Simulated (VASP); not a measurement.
Runs of VASP 6.6.1 on RbAgBr2. The structure is that of space group P4/mmm (No. 123), or close to it. The cells are those of the table. 

| level | cell | gap on the mesh (eV) | pressure (GPa) |
| --- | --- | --- | --- |
| PBE | a = 4.485, b = 4.485, c = 6.302 Å, 4 atoms | 1.16 | 1.4 |
| r2SCAN | a = 4.426, b = 4.426, c = 6.227 Å, 4 atoms | (c) | 1.7 |
| PBE | a = 4.578, b = 4.578, c = 6.433 Å, 4 atoms | (a) | 0.0 |
| r2SCAN | a = 4.518, b = 4.518, c = 6.356 Å, 4 atoms | 1.71 | 0.0 |
| PBE | a = 4.518, b = 4.518, c = 6.356 Å, 4 atoms | 1.18 | 0.8 |
| r2SCAN | a = 4.472, b = 4.472, c = 6.292 Å, 4 atoms | 1.69 | 0.8 |
| PBE | a = 4.624, b = 4.624, c = 6.497 Å, 4 atoms | 1.23 | -0.5 |
| PBE | a = 4.532, b = 4.532, c = 6.368 Å, 4 atoms | (b) | 0.7 |
| PBE | a = 4.668, b = 4.668, c = 6.559 Å, 4 atoms | 1.25 | -0.9 |

Alike in all rows: task single point; potentials or basis VASP PAW PBE potentials, release 64 (Rb_sv, Br, Ag); no spin polarisation; k mesh 6 × 6 × 4; cutoff (eV) 520; smearing gaussian 0.01 eV.

**Question.** Fill in the values left out.

**Answer.** (a) 1.21; (b) 1.19; (c) 1.67.

Caveats: the PAW data sets were made with another functional, which shifts forces and pressure a little (at least some runs).

A k mesh can miss the band edges, and the runs leave out spin-orbit coupling on Ag, Br, Rb.
